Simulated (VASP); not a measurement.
Write the native input for VASP 6.6.1 that does the following.

```yaml
Task: electric field gradients
Functional: LDA
Potentials_or_basis: VASP PAW LDA potentials, release 64 (Pb_d)
Cutoff: 520 eV
k_mesh: 8 × 8 × 8
Occupations: fermi-dirac, width 0.05 eV
Spin: no spin polarisation
Dipole_correction: no
Further_INCAR_settings: ALGO = Normal; EDIFF = 1e-08; NBANDS = 21
```

The structure of Pb lies in POSCAR:

```
Pb
1.0
   -0.0687800011      3.4046100549      3.4046100549
    3.4046100549     -0.0687800011      3.4046100549
    3.4046100549      3.4046100549     -0.0687800011
Pb
2
Direct
    0.0000000000      0.0000000000      0.0000000000
    0.2500000000      0.2500000000      0.2500000000
```

This cell differs from its parent crystal: equal xy, yz and zx shear strains of -2 %.

The input as run:

INCAR

```
SYSTEM = Pb
ALGO = Normal
EDIFF = 1E-8
ENCUT = 520
ISIF = 2
ISMEAR = -1
LASPH = .True.
LCHARG = .False.
LEFG = .True.
LREAL = .False.
LWAVE = .False.
NBANDS = 21
NELM = 80
PREC = Accurate
SIGMA = 0.05
```

KPOINTS

```
k-points
0
Gamma
  8 8 8
  0 0 0
```

Potentials or basis: VASP PAW LDA potentials, release 64 (Pb_d).

Launch:

```bash
$ cat potpaw_LDA.64/Pb_d/POTCAR > POTCAR
$ mpirun -np 1 vasp_std > vasp.out
```

It gave:

```json
{
 "Pressure": "-0.7 GPa",
 "Largest force": "0.243 eV/Å",
 "Band gap on the k mesh": "zero (band 14 reaches 4.45 eV, above the bottom of band 15 at 3.19 eV)"
}
```

Caveat: the cell differs from its parent crystal (equal xy, yz and zx shear strains of -2 %); without QUAD_EFG the Cq values of the log hold for a quadrupole moment of 1 mb, not for the nuclei; spin-orbit coupling is left out, which moves the levels of the heavy elements.

It took 30 s on 1 thread of Intel(R) Xeon(R) 6975P-C (Granite Rapids) (shared host), peak memory 0.22 GiB.
